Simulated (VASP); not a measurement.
# Si3Sn (P-4m2) in VASP: single point with PBE

Aim: the single point of Si3Sn with PBE.

All numbers are computed with VASP 6.6.1; they aren't measurements. Logs are shortened: lines on timing, memory, paths and dates and some standing lists are left out, and cuts for length are marked.

## 1. The cell of the first run

It takes space group P-4m2 (No. 115, tetragonal). The conventional cell has a = 4.060 Å, b = 4.060 Å, c = 5.797 Å, α = 90.00°, β = 90.00°, γ = 90.00°. Si (site symmetry 2mm) has 2 Si at 2.41 Å and 2 Sn at 2.58 Å within 3.2 Å. Si (site symmetry -4m2) has 4 Si at 2.41 Å within 3.2 Å. Within 3.4 Å of Sn (site symmetry -4m2) lie 4 Si at 2.58 Å.

## 2. Single point, PBE

INCAR

```
SYSTEM = Si3Sn
PREC = Accurate
ENCUT = 500
EDIFF = 1E-6
ISMEAR = 0
SIGMA = 0.01
LREAL = .FALSE.
LASPH = .TRUE.
NELM = 120
ALGO = Normal
ISIF = 2
LWAVE = .FALSE.
LCHARG = .FALSE.
GGA = PE
NBANDS = 21
GGA_COMPAT = .FALSE.
```

KPOINTS

```
Automatic mesh
0
Gamma
  10 10 6
  0.5 0.5 0.5
```

POSCAR

```
Si3Sn
1.0
    4.0603405396      0.0000000000      0.0000000000
    0.0000000000      4.0603405396      0.0000000000
    0.0000000000      0.0000000000      5.7970542308
Si Sn
3 1
Direct
    0.5000000000      0.0000000000      0.2246884118
    0.0000000000      0.5000000000      0.7753115882
    0.5000000000      0.5000000000      0.0000000000
    0.0000000000      0.0000000000      0.5000000000
```

Potentials or basis: VASP PAW PBE potentials, release 64 (Si, Sn_d).

Started as:

```bash
$ cat potpaw_PBE.64/Si/POTCAR potpaw_PBE.64/Sn_d/POTCAR > POTCAR
$ mpirun -np 1 vasp_std > vasp.out
```

OUTCAR:

```text
SYSTEM = Si3Sn
   PREC = Accurate
   ENCUT = 500
   EDIFF = 1E-6
   ISMEAR = 0
   LREAL = .FALSE.
   LASPH = .TRUE.
   NELM = 120
   ISIF = 2
   GGA = PE

 ion  position               nearest neighbor table
   1  0.500  0.000  0.225-   3 2.41   3 2.41   4 2.58   4 2.58
   2  0.000  0.500  0.775-   3 2.41   3 2.41   4 2.58   4 2.58
   3  0.500  0.500  0.000-   1 2.41   2 2.41   1 2.41   2 2.41
   4  0.000  0.000  0.500-   1 2.58   2 2.58   2 2.58   1 2.58

  LATTYP: Found a simple tetragonal cell.
 ALAT       =     4.0603405396
 C/A-ratio  =     1.4277261166

  Lattice vectors:

 A1 = (   4.0603405396,   0.0000000000,   0.0000000000)
 A2 = (   0.0000000000,   4.0603405396,   0.0000000000)
 A3 = (   0.0000000000,   0.0000000000,   5.7970542308)

Analysis of symmetry for initial positions (statically):
=====================================================================
 Subroutine PRICEL returns:
 Original cell was already a primitive cell.

 Routine SETGRP: Setting up the symmetry group for a
 simple tetragonal supercell.

 Subroutine GETGRP returns: Found  8 space group operations
 (whereof  8 operations were pure point group operations)
 out of a pool of 16 trial point group operations.

The static configuration has the point symmetry D_2d.

Analysis of symmetry for dynamics (positions and initial velocities):
=====================================================================
 Subroutine PRICEL returns:
 Original cell was already a primitive cell.

 Routine SETGRP: Setting up the symmetry group for a
 simple tetragonal supercell.

 Subroutine GETGRP returns: Found  8 space group operations
 (whereof  8 operations were pure point group operations)
 out of a pool of 16 trial point group operations.

The dynamic configuration has the point symmetry D_2d.

 Subroutine INISYM returns: Found  8 space group operations
 (whereof  8 operations are pure point group operations),
 and found     1 'primitive' translations

----------------------------------------------------------------------------------------

                                     Primitive cell

  volume of cell :      95.5724

  direct lattice vectors                    reciprocal lattice vectors
     4.060340540  0.000000000  0.000000000     0.246284761  0.000000000  0.000000000
     0.000000000  4.060340540  0.000000000     0.000000000  0.246284761  0.000000000
     0.000000000  0.000000000  5.797054231     0.000000000  0.000000000  0.172501405

  length of vectors
     4.060340540  4.060340540  5.797054231     0.246284761  0.246284761  0.172501405

  position of ions in fractional coordinates (direct lattice)
     0.500000000  0.000000000  0.224688412
     0.000000000  0.500000000  0.775311588
     0.500000000  0.500000000  0.000000000
     0.000000000  0.000000000  0.500000000

  ion indices of the primitive-cell ions
   primitive index   ion index
                 1           1
                 2           2
                 3           3
                 4           4

----------------------------------------------------------------------------------------

 KPOINTS: Automatic mesh

Automatic generation of k-mesh.
 Grid dimensions read from file:
 generate k-points for:   10   10    6

 Generating k-lattice:

  Cartesian coordinates                     Fractional coordinates (reciprocal lattice)
     0.024628476  0.000000000  0.000000000     0.100000000  0.000000000  0.000000000
     0.000000000  0.024628476  0.000000000     0.000000000  0.100000000  0.000000000
     0.000000000  0.000000000  0.028750234     0.000000000  0.000000000  0.166666667

  Length of vectors
     0.024628476  0.024628476  0.028750234

  Shift w.r.t. Gamma in fractional coordinates (k-lattice)
     0.500000000  0.500000000  0.500000000

 Subroutine IBZKPT returns following result:
 ===========================================

 Found     45 irreducible k-points:

 Following reciprocal coordinates:
            Coordinates               Weight
  0.050000  0.050000  0.083333      8.000000
  0.150000  0.050000  0.083333     16.000000
  0.250000  0.050000  0.083333     16.000000
  0.350000  0.050000  0.083333     16.000000
  0.450000  0.050000  0.083333     16.000000
  0.150000  0.150000  0.083333      8.000000
[... 16 lines left out ...]
  0.350000  0.150000  0.250000     16.000000
  0.450000  0.150000  0.250000     16.000000
 [... further k-points ...]
   k-points           NKPTS =     45   k-points in BZ     NKDIM =     45   number of bands    NBANDS=     21
   number of dos      NEDOS =    301   number of ions     NIONS =      4
   total plane-waves  NPLWV =  37800
   dimension x,y,z NGX =    30 NGY =   30 NGZ =   42
   dimension x,y,z NGXF=    60 NGYF=   60 NGZF=   84
   ions per type =               3   1
   NGX,Y,Z   is equivalent  to a cutoff of  12.28, 12.28, 12.04 a.u.
   NGXF,Y,Z  is equivalent  to a cutoff of  24.57, 24.57, 24.09 a.u.
 SYSTEM =  Si3Sn
   PREC   = accura    normal or accurate (medium, high low for compatibility)
   ISTART =      0    job   : 0-new  1-cont  2-samecut
   ICHARG =      2    charge: 1-file 2-atom 10-const
   ISPIN  =      1    spin polarized calculation?
   LNONCOLLINEAR =      F non collinear calculations
   LSORBIT =      F    spin-orbit coupling
   LASPH  =      T    aspherical Exc in radial PAW
   ENCUT  =  500.0 eV  36.75 Ry    6.06 a.u.   7.40  7.40 10.57*2*pi/ulx,y,z
   NELM   =    120;   NELMIN=  2; NELMDL= -5     # of ELM steps
   EDIFF  = 0.1E-05   stopping-criterion for ELM
   LREAL  =      F    real-space projection
   EDIFFG = 0.1E-04   stopping-criterion for IOM
   NSW    =      0    number of steps for IOM
   IBRION =     -1    ionic relax: 0-MD 1-quasi-New 2-CG
   NFREE  =      0    steps in history (QN), initial steepest desc. (CG)
   ISIF   =      2    stress and relaxation
   ISYM   =      2    0-nonsym 1-usesym 2-fastsym
   POTIM  = 0.5000    time-step for ionic-motion
   TEBEG  =    0.0;   TEEND  =   0.0 temperature during run
   PSTRESS=    0.0 pullay stress
   NELECT =      26.0000    total number of electrons
   NUPDOWN=      -1.0000    fix difference up-down
   EMIN   =  10.00;   EMAX   =-10.00  energy-range for DOS
   EFERMI =   0.00;   METHOD = LEGACY
   ISMEAR =     0;   SIGMA  =   0.01  broadening in eV -4-tet -1-fermi 0-gaus
   EFERMI_NEDOS =   21; number of points for ismear=-14 and -15
   IALGO  =     38    algorithm
   IMIX   =      4    mixing-type and parameters
     AMIX     =   0.40;   BMIX     =  1.00
     AMIX_MAG =   1.60;   BMIX_MAG =  1.00
  volume/ion in A,a.u.               =      23.89       161.24
  Fermi-wavevector in a.u.,A,eV,Ry     =   1.060772  2.004568 15.309768  1.125236
  Thomas-Fermi vector in A             =   2.196164
   LORBIT       =      0    0 simple, 1 ext, 2 COOP (PROOUT), +10 PAW based schemes
   GGA     = PE    functional components
   LHFCALC =     F    Hartree Fock is set to
   AEXX    =    0.0000 exact exchange contribution
   IVDW    =     0    specifies the selected vdW correction
   LEPSILON=     F    determine dielectric tensor
   LRPA    =     F    only Hartree local field effects (RPA)
 non-spin polarized calculation
 Gauss-broadening in eV      SIGMA  =   0.01
  energy-cutoff  :      500.00
  volume of cell :       95.57
 maximum number of plane-waves:      2450
 NGX is ok and might be reduce to    30
   NGX = 15   NGY = 15   NGZ = 21

 number of electron      25.9999998 magnetization

 Free energy of the ion-electron system (eV)
  ---------------------------------------------------
  ext. energy  EPLUGINS =         0.00000000
  ---------------------------------------------------
  free energy    TOTEN  =       -19.61566577 eV

  energy without entropy =      -19.61566577  energy(sigma->0) =      -19.61566577

 E-fermi :   5.7310     XC(G=0):  -9.2056

 val. band max:        5.6112630747   @ k =   0.0500   0.0500   0.0833
 cond. band min:       6.2227092458   @ k =   0.4500   0.4500   0.0833
 fundamental gap:      0.6114461711
 Fermi energy:         5.7309853070

 k-point     1 :       0.0500    0.0500    0.0833
  band No.  band energies     occupation
      1     -15.4816      2.00000
      2     -15.4439      2.00000
      3     -15.4438      2.00000
      4     -15.4117      2.00000
      5     -15.4039      2.00000
      6      -5.7313      2.00000
[... 13 lines left out ...]
     20      12.7745      0.00000
     21      12.7807      0.00000

 k-point     2 :       0.1500    0.0500    0.0833
  band No.  band energies     occupation
      1     -15.4774      2.00000
      2     -15.4461      2.00000
      3     -15.4437      2.00000
      4     -15.4130      2.00000
      5     -15.4024      2.00000
      6      -5.5746      2.00000
[... 13 lines left out ...]
     20      12.1060      0.00000
     21      12.8940      0.00000

 k-point     3 :       0.2500    0.0500    0.0833
  band No.  band energies     occupation
      1     -15.4710      2.00000
      2     -15.4499      2.00000
      3     -15.4434      2.00000
      4     -15.4152      2.00000
      5     -15.3996      2.00000
      6      -5.2661      2.00000
[... 13 lines left out ...]
     20      11.5785      0.00000
     21      12.0713      0.00000

 k-point     4 :       0.3500    0.0500    0.0833
  band No.  band energies     occupation
      1     -15.4647      2.00000
      2     -15.4539      2.00000
      3     -15.4431      2.00000
      4     -15.4173      2.00000
      5     -15.3965      2.00000
      6      -4.8187      2.00000
[... 13 lines left out ...]
     20      11.2405      0.00000
     21      11.6167      0.00000

 k-point     5 :       0.4500    0.0500    0.0833
  band No.  band energies     occupation
      1     -15.4605      2.00000
      2     -15.4570      2.00000
      3     -15.4429      2.00000
      4     -15.4187      2.00000
      5     -15.3943      2.00000
      6      -4.2693      2.00000
[... 13 lines left out ...]
     20      11.0821      0.00000
     21      11.5498      0.00000
[... 382 lines left out ...]
     20      10.8658      0.00000
     21      12.0278      0.00000

 k-point    22 :       0.2500    0.1500    0.2500
  band No.  band energies     occupation
      1     -15.4668      2.00000
      2     -15.4497      2.00000
      3     -15.4454      2.00000
      4     -15.4166      2.00000
      5     -15.3983      2.00000
      6      -4.9160      2.00000
[... 13 lines left out ...]
     20      10.6559      0.00000
     21      12.2296      0.00000

 k-point    23 :       0.3500    0.1500    0.2500
  band No.  band energies     occupation
      1     -15.4609      2.00000
      2     -15.4533      2.00000
      3     -15.4449      2.00000
      4     -15.4188      2.00000
      5     -15.3954      2.00000
      6      -4.4878      2.00000
[... 13 lines left out ...]
     20      11.2572      0.00000
     21      11.8751      0.00000

 k-point    24 :       0.4500    0.1500    0.2500
  band No.  band energies     occupation
      1     -15.4580      2.00000
      2     -15.4551      2.00000
      3     -15.4444      2.00000
      4     -15.4202      2.00000
      5     -15.3934      2.00000
      6      -3.9903      2.00000
[... 13 lines left out ...]
     20      10.8611      0.00000
     21      11.5165      0.00000

 [... further k-points ...]
[... 5 lines left out ...]
  --------------------------------------------------------------------------------------
  -------------------------------------------------------------------------------------
  Total       -0.0474597     -0.0474597     -0.0306463      0.0000000      0.0000000      0.0000000
  in kB       -0.7956160     -0.7956160     -0.5137549      0.0000000      0.0000000      0.0000000
  external PRESSURE =      -0.7016623 kB  Pullay stress =       0.0000000 kB

 VOLUME and BASIS-vectors are now :
 -----------------------------------------------------------------------------
  energy-cutoff  :      500.00
  volume of cell :       95.57
      direct lattice vectors                 reciprocal lattice vectors
     4.060340540  0.000000000  0.000000000     0.246284761  0.000000000  0.000000000
     0.000000000  4.060340540  0.000000000     0.000000000  0.246284761  0.000000000
     0.000000000  0.000000000  5.797054231     0.000000000  0.000000000  0.172501405

 POSITION                                       TOTAL-FORCE (eV/Angst)
 -----------------------------------------------------------------------------------
      2.03017      0.00000      1.30253         0.000000      0.000000      0.000263
      0.00000      2.03017      4.49452         0.000000     -0.000000     -0.000263
      2.03017      2.03017      0.00000         0.000000      0.000000      0.000000
      0.00000      0.00000      2.89853        -0.000000      0.000000      0.000000
 -----------------------------------------------------------------------------------
    total drift:                               -0.000000     -0.000000      0.000000

  FREE ENERGIE OF THE ION-ELECTRON SYSTEM (eV)
  ---------------------------------------------------
  free  energy   TOTEN  =       -19.6156657671 eV

  energy  without entropy=      -19.6156657671  energy(sigma->0) =      -19.61566577
```

It took 57 s on 1 thread of AMD EPYC 7R43 (Zen 3), shared host; peak memory 0.19 GiB.

What came out:

| Property | Result |
| --- | --- |
| Free energy | -19.6157 eV |
| Pressure | -0.1 GPa |
| Band gap on the k mesh | 0.61 eV (least direct gap 0.83 eV) |

Caveat: spin-orbit coupling is left out, which moves the levels of the heavy elements; a shifted mesh leaves out Γ, where band edges can lie.
